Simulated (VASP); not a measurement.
# InSb (F-43m) in VASP: notebook

InSb is run at these levels: r2SCAN, LDA, PBEsol; tasks: relaxation of the atoms, single point.

All numbers are computed with VASP 6.6.1; they aren't measurements. Logs are shortened: lines on timing, memory, paths and dates and some standing lists are left out, and cuts for length are marked.

**The experiment to reproduce.**

“Electronic Structure and Epitaxy of CdTe Shells on InSb Nanowires”, 2021, arxiv:2111.05126 quotes, for a bulk crystal of InSb: band gap 0.24 eV.

How close the calculation comes is told below.

### Step 1. The cell of the first run

The structure is cubic, space group F-43m (No. 216). The conventional cell has a = 6.470 Å, b = 6.470 Å, c = 6.470 Å, α = 90.00°, β = 90.00°, γ = 90.00°. Within 3.7 Å of In (site symmetry -43m) lie 4 Sb at 2.80 Å. Within 3.7 Å of Sb (site symmetry -43m) lie 4 In at 2.80 Å.

### Step 2. Relaxation of the atoms, r2SCAN

Contents of POSCAR:

```
InSb
1.0
    0.0000000000      3.2347557400      3.2347557400
    3.2347557400      0.0000000000      3.2347557400
    3.2347557400      3.2347557400      0.0000000000
In Sb
1 1
Direct
    0.0000000000      0.0000000000      0.0000000000
    0.2500000000      0.2500000000      0.2500000000
```

Contents of INCAR.step1:

```
SYSTEM = InSb
ALGO     = Normal         ! electronic algorithm
EDIFF    = 1E-4           ! SCF threshold, eV
ENCUT    = 520            ! plane-wave cutoff, eV
GGA      = PE             ! functional
ISMEAR   = -1             ! smearing method
LASPH    = .True.         ! aspherical terms in the spheres
LCHARG   = .False.        ! write CHGCAR
LREAL    = .False.        ! projectors in reciprocal space
LWAVE    = .True.         ! write WAVECAR
NELM     = 80             ! most SCF steps
PREC     = Accurate       ! precision mode
SIGMA    = 0.1            ! smearing width, eV
```

Contents of INCAR.step2:

```
SYSTEM = InSb
ALGO     = Normal         ! electronic algorithm
EDIFF    = 1E-7           ! SCF threshold, eV
EDIFFG   = -0.01          ! ionic threshold
ENCUT    = 520            ! plane-wave cutoff, eV
IBRION   = 2              ! ionic algorithm
ISIF     = 2              ! what is computed and relaxed
ISMEAR   = -1             ! smearing method
ISTART   = 1            
LASPH    = .True.         ! aspherical terms in the spheres
LCHARG   = .False.        ! write CHGCAR
LMIXTAU  = .True.       
LREAL    = .False.        ! projectors in reciprocal space
LWAVE    = .False.        ! write WAVECAR
METAGGA  = R2SCAN         ! meta-GGA
NELM     = 80             ! most SCF steps
NSW      = 50             ! ionic steps
PREC     = Accurate       ! precision mode
SIGMA    = 0.1            ! smearing width, eV
```

Contents of KPOINTS:

```
k-points
0
Gamma
  9 9 9
  0 0 0
```

Potentials or basis: VASP PAW PBE potentials, release 64 (In_d, Sb).

Command:

```bash
> cat potpaw_PBE.64/In_d/POTCAR potpaw_PBE.64/Sb/POTCAR > POTCAR
> cp INCAR.step1 INCAR
> mpirun -np 1 vasp_std > vasp.out
> cp INCAR.step2 INCAR
> mpirun -np 1 vasp_std > vasp.out
```

OUTCAR:

```text
SYSTEM = InSb
   EDIFF = 1E-7
   EDIFFG = -0.01
   ENCUT = 520
   IBRION = 2
   ISIF = 2
   ISMEAR = -1
   ISTART = 1
   LASPH = .True.
   LREAL = .False.
   METAGGA = R2SCAN
   NELM = 80
   NSW = 50
   PREC = Accurate

 ion  position               nearest neighbor table
   1  0.000  0.000  0.000-   2 2.80   2 2.80   2 2.80   2 2.80
   2  0.250  0.250  0.250-   1 2.80   1 2.80   1 2.80   1 2.80

  LATTYP: Found a face centered cubic cell.
 ALAT       =     6.4695114800

  Lattice vectors:

 A1 = (   0.0000000000,   3.2347557400,   3.2347557400)
 A2 = (   3.2347557400,   0.0000000000,   3.2347557400)
 A3 = (   3.2347557400,   3.2347557400,   0.0000000000)

Analysis of symmetry for initial positions (statically):
=====================================================================
 Subroutine PRICEL returns:
 Original cell was already a primitive cell.

 Routine SETGRP: Setting up the symmetry group for a
 face centered cubic supercell.

 Subroutine GETGRP returns: Found 24 space group operations
 (whereof 24 operations were pure point group operations)
 out of a pool of 48 trial point group operations.

The static configuration has the point symmetry T_d .

Analysis of symmetry for dynamics (positions and initial velocities):
=====================================================================
 Subroutine PRICEL returns:
 Original cell was already a primitive cell.

 Routine SETGRP: Setting up the symmetry group for a
 face centered cubic supercell.

 Subroutine GETGRP returns: Found 24 space group operations
 (whereof 24 operations were pure point group operations)
 out of a pool of 48 trial point group operations.

The dynamic configuration has the point symmetry T_d .

 Subroutine INISYM returns: Found 24 space group operations
 (whereof 24 operations are pure point group operations),
 and found     1 'primitive' translations

----------------------------------------------------------------------------------------

                                     Primitive cell

  volume of cell :      67.6947

  direct lattice vectors                    reciprocal lattice vectors
     0.000000000  3.234755740  3.234755740    -0.154571176  0.154571176  0.154571176
     3.234755740  0.000000000  3.234755740     0.154571176 -0.154571176  0.154571176
     3.234755740  3.234755740  0.000000000     0.154571176  0.154571176 -0.154571176

  length of vectors
     4.574635438  4.574635438  4.574635438     0.267725131  0.267725131  0.267725131

  position of ions in fractional coordinates (direct lattice)
     0.000000000  0.000000000  0.000000000
     0.250000000  0.250000000  0.250000000

  ion indices of the primitive-cell ions
   primitive index   ion index
                 1           1
                 2           2

----------------------------------------------------------------------------------------

 KPOINTS: k-points

Automatic generation of k-mesh.
 Grid dimensions read from file:
 generate k-points for:    9    9    9

 Generating k-lattice:

  Cartesian coordinates                     Fractional coordinates (reciprocal lattice)
    -0.017174575  0.017174575  0.017174575     0.111111111  0.000000000  0.000000000
     0.017174575 -0.017174575  0.017174575     0.000000000  0.111111111  0.000000000
     0.017174575  0.017174575 -0.017174575     0.000000000  0.000000000  0.111111111

  Length of vectors
     0.029747237  0.029747237  0.029747237

  Shift w.r.t. Gamma in fractional coordinates (k-lattice)
     0.000000000  0.000000000  0.000000000

 Subroutine IBZKPT returns following result:
 ===========================================

 Found     35 irreducible k-points:

 Following reciprocal coordinates:
            Coordinates               Weight
  0.000000  0.000000  0.000000      1.000000
  0.111111  0.000000  0.000000      8.000000
  0.222222  0.000000  0.000000      8.000000
  0.333333  0.000000  0.000000      8.000000
  0.444444  0.000000  0.000000      8.000000
  0.111111  0.111111  0.000000      6.000000
[... 16 lines left out ...]
 -0.333333  0.333333  0.000000     12.000000
  0.444444  0.444444  0.000000      6.000000
 [... further k-points ...]
   k-points           NKPTS =     35   k-points in BZ     NKDIM =     35   number of bands    NBANDS=     13
   number of dos      NEDOS =    301   number of ions     NIONS =      2
   total plane-waves  NPLWV =  46656
   dimension x,y,z NGX =    36 NGY =   36 NGZ =   36
   dimension x,y,z NGXF=    72 NGYF=   72 NGZF=   72
   ions per type =               1   1
   NGX,Y,Z   is equivalent  to a cutoff of  13.08, 13.08, 13.08 a.u.
   NGXF,Y,Z  is equivalent  to a cutoff of  26.17, 26.17, 26.17 a.u.
 SYSTEM =  InSb
   PREC   = accura    normal or accurate (medium, high low for compatibility)
   ISTART =      1    job   : 0-new  1-cont  2-samecut
   ICHARG =      0    charge: 1-file 2-atom 10-const
   ISPIN  =      1    spin polarized calculation?
   LNONCOLLINEAR =      F non collinear calculations
   LSORBIT =      F    spin-orbit coupling
   LASPH  =      T    aspherical Exc in radial PAW
   ENCUT  =  520.0 eV  38.22 Ry    6.18 a.u.   8.51  8.51  8.51*2*pi/ulx,y,z
   NELM   =     80;   NELMIN=  2; NELMDL=  0     # of ELM steps
   EDIFF  = 0.1E-06   stopping-criterion for ELM
   LREAL  =      F    real-space projection
   EDIFFG = -.1E-01   stopping-criterion for IOM
   NSW    =     50    number of steps for IOM
   IBRION =      2    ionic relax: 0-MD 1-quasi-New 2-CG
   NFREE  =      1    steps in history (QN), initial steepest desc. (CG)
   ISIF   =      2    stress and relaxation
   ISYM   =      2    0-nonsym 1-usesym 2-fastsym
   POTIM  = 0.5000    time-step for ionic-motion
   TEBEG  =    0.0;   TEEND  =   0.0 temperature during run
   PSTRESS=    0.0 pullay stress
   NELECT =      18.0000    total number of electrons
   NUPDOWN=      -1.0000    fix difference up-down
   EMIN   =  10.00;   EMAX   =-10.00  energy-range for DOS
   EFERMI =   0.00;   METHOD = LEGACY
   ISMEAR =    -1;   SIGMA  =   0.10  broadening in eV -4-tet -1-fermi 0-gaus
   EFERMI_NEDOS =   21; number of points for ismear=-14 and -15
   IALGO  =     38    algorithm
   IMIX   =      4    mixing-type and parameters
     AMIX     =   0.40;   BMIX     =  1.00
     AMIX_MAG =   1.60;   BMIX_MAG =  1.00
  volume/ion in A,a.u.               =      33.85       228.41
  Fermi-wavevector in a.u.,A,eV,Ry     =   1.052723  1.989358 15.078331  1.108226
  Thomas-Fermi vector in A             =   2.187817
   LORBIT       =      0    0 simple, 1 ext, 2 COOP (PROOUT), +10 PAW based schemes
   METAGGA = R2SCAN    functional components
   LHFCALC =     F    Hartree Fock is set to
   AEXX    =    0.0000 exact exchange contribution
   IVDW    =     0    specifies the selected vdW correction
   LEPSILON=     F    determine dielectric tensor
   LRPA    =     F    only Hartree local field effects (RPA)
 conjugate gradient relaxation of ions
 non-spin polarized calculation
  energy-cutoff  :      520.00
  volume of cell :       67.69
 maximum number of plane-waves:      1853
 NGX is ok and might be reduce to    36
   NGX = 17   NGY = 17   NGZ = 17

 number of electron      17.9999993 magnetization

 Free energy of the ion-electron system (eV)
  ---------------------------------------------------
  ext. energy  EPLUGINS =         0.00000000
  ---------------------------------------------------
  free energy    TOTEN  =       -48.75075126 eV

  energy without entropy =      -48.74980264  energy(sigma->0) =      -48.75027695

 E-fermi :   5.2338     XC(G=0):  -9.2628

 val. band max:        4.9700506511   @ k =   0.0000   0.0000   0.0000
 cond. band min:       5.2361791709   @ k =   0.0000   0.0000   0.0000
 fundamental gap:      0.2661285198
 Fermi energy:         5.2337514604

 k-point     1 :       0.0000    0.0000    0.0000
  band No.  band energies     occupation
      1     -10.1351      2.00000
      2     -10.1351      2.00000
      3     -10.1351      2.00000
      4     -10.0316      2.00000
      5     -10.0316      2.00000
      6      -6.1817      2.00000
      7       4.9700      1.86642
      8       4.9700      1.86642
      9       4.9701      1.86641
     10       5.2362      0.98786
     11       8.1851      0.00000
     12       8.1851      0.00000
     13       8.1851      0.00000

 k-point     2 :       0.1111    0.0000    0.0000
  band No.  band energies     occupation
      1     -10.1414      2.00000
      2     -10.1322      2.00000
      3     -10.1322      2.00000
      4     -10.0318      2.00000
      5     -10.0318      2.00000
      6      -6.0621      2.00000
      7       3.4143      2.00000
      8       4.7938      1.97572
      9       4.7938      1.97572
     10       6.1782      0.00016
     11       8.4307      0.00000
     12       8.4307      0.00000
     13       8.5102      0.00000

 k-point     3 :       0.2222    0.0000    0.0000
  band No.  band energies     occupation
      1     -10.1571      2.00000
      2     -10.1252      2.00000
      3     -10.1252      2.00000
      4     -10.0319      2.00000
      5     -10.0319      2.00000
      6      -5.7204      2.00000
      7       1.7086      2.00000
      8       4.4350      1.99932
      9       4.4350      1.99932
     10       6.2110      0.00011
     11       8.8734      0.00000
     12       8.8734      0.00000
     13       9.7465      0.00000
[... 305 lines left out ...]
 k-point    23 :      -0.3333    0.3333    0.0000
  band No.  band energies     occupation
      1     -10.2043      2.00000
      2     -10.1012      2.00000
      3     -10.0974      2.00000
      4     -10.0394      2.00000
      5     -10.0295      2.00000
      6      -4.2404      2.00000
      7      -0.8151      2.00000
      8       1.6293      2.00000
      9       3.2200      2.00000
     10       7.0221      0.00000
     11       9.9660      0.00000
     12      11.1054      0.00000
     13      11.4120      0.00000

 k-point    24 :       0.4444    0.4444    0.0000
  band No.  band energies     occupation
      1     -10.2210      2.00000
      2     -10.0872      2.00000
      3     -10.0872      2.00000
      4     -10.0522      2.00000
      5     -10.0217      2.00000
      6      -4.1908      2.00000
      7      -0.9402      2.00000
      8       2.6414      2.00000
      9       2.6414      2.00000
     10       6.4131      0.00002
     11       6.7356      0.00000
     12      13.3980      0.00000
     13      13.3981      0.00000

 [... further k-points ...]
[... 5 lines left out ...]
  --------------------------------------------------------------------------------------
  -------------------------------------------------------------------------------------
  Total        0.8134587      0.8134587      0.8134587      0.0000000      0.0000000     -0.0000000
  in kB       19.2526997     19.2526997     19.2526997      0.0000000      0.0000000     -0.0000000
  external PRESSURE =      19.2526997 kB  Pullay stress =       0.0000000 kB

 VOLUME and BASIS-vectors are now :
 -----------------------------------------------------------------------------
  energy-cutoff  :      520.00
  volume of cell :       67.69
      direct lattice vectors                 reciprocal lattice vectors
     0.000000000  3.234755740  3.234755740    -0.154571176  0.154571176  0.154571176
     3.234755740  0.000000000  3.234755740     0.154571176 -0.154571176  0.154571176
     3.234755740  3.234755740  0.000000000     0.154571176  0.154571176 -0.154571176

 POSITION                                       TOTAL-FORCE (eV/Angst)
 -----------------------------------------------------------------------------------
      0.00000      0.00000      0.00000         0.000000      0.000000      0.000000
      1.61738      1.61738      1.61738        -0.000000     -0.000000     -0.000000
 -----------------------------------------------------------------------------------
    total drift:                               -0.000002     -0.000002     -0.000002

  FREE ENERGIE OF THE ION-ELECTRON SYSTEM (eV)
  ---------------------------------------------------
  free  energy   TOTEN  =       -48.7507512640 eV

  energy  without entropy=      -48.7498026351  energy(sigma->0) =      -48.75027695

 reached required accuracy - stopping structural energy minimisation
```

It took 2.2 min on 1 thread of Intel Xeon 6975P-C, shared host; peak memory 0.23 GiB.

Results:

* Free energy: -48.7508 eV
* Pressure after relaxing: 1.9 GPa
* Band gap on the k mesh: 0.27 eV, direct

Final structure:
```cif
data_structure
_symmetry_space_group_name_H-M 'P 1'
_symmetry_Int_Tables_number 1
_cell_length_a 4.5746
_cell_length_b 4.5746
_cell_length_c 4.5746
_cell_angle_alpha 60.000
_cell_angle_beta 60.000
_cell_angle_gamma 60.000
_cell_volume 67.69
loop_
_atom_site_label
_atom_site_type_symbol
_atom_site_fract_x
_atom_site_fract_y
_atom_site_fract_z
_atom_site_occupancy
In1 In 0.00000 0.00000 0.00000 1
Sb1 Sb 0.25000 0.25000 0.25000 1
```

Levels at points of the mesh, in eV from the valence-band top:
| k point | band 5 | band 6 | band 7 | band 8 | band 9 | band 10 | band 11 | band 12 | band 13 |
| --- | --- | --- | --- | --- | --- | --- | --- | --- | --- |
| (0.00, 0.00, 0.00) | -15.00 | -11.15 | 0.00 | 0.00 | 0.00 | 0.27 | 3.21 | 3.21 | 3.21 |

Caveat: the relaxation stopped at its first step, so nothing moved; the PAW data sets were made with another functional, which shifts forces and pressure a little; spin-orbit coupling is left out, which moves the levels of the heavy elements.

[end of part 1 of 2]
